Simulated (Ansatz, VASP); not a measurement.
TaN: VASP beside Ansatz

```
CELL_PARAMETERS angstrom
0.00000 2.11949 2.11949
2.11949 0.00000 2.11949
2.11949 2.11949 0.00000
ATOMIC_POSITIONS crystal
Ta 0.49783 0.50217 0.50217
N 0.02806 0.97194 0.97194
```

Change from the starting cell: mode 4 frozen in at -0.122 Å, equal normal strain along x, y and z -0.0250.

Alike in both runs: task single point; functional LDA; k mesh 18 × 18 × 18; occupations gaussian, width 0.15 eV; no spin polarisation.

```csv
,VASP,Ansatz
version,VASP 6.6.1,Ansatz 0.2.0
potentials or method,"VASP PAW LDA potentials, release 64 (Ta_sv_GW, N), cutoff 700 eV","scalar-relativistic, plane waves, PAW"
valence electrons in the cell,18,18
```

VASP gave:

- gap on the k mesh at the Fermi level (eV): none
- pressure (GPa): 39.5
- traceless stress, the component that is largest in VASP (GPa): 8.30
- rms of the force components (eV/Å): 1.093

Problem. Which values does Ansatz return?

Solution. gap on the k mesh at the Fermi level (eV): none; pressure (GPa): 37.6; traceless stress, the component that is largest in VASP (GPa): 8.17; rms of the force components (eV/Å): 1.077.

Ansatz warns that its potentials were made for another functional, while VASP's fit it. LDA's correlation is that of Perdew and Zunger in VASP and of Perdew and Wang (1992) in Ansatz. Atom by atom the forces differ by 0.016 eV/Å (rms over components). A gap of «none» marks a metal or a gap that the smearing closes. Both programs put the cell under a high pressure, so it lies far from rest at this level.

Neither program's run includes spin-orbit coupling.
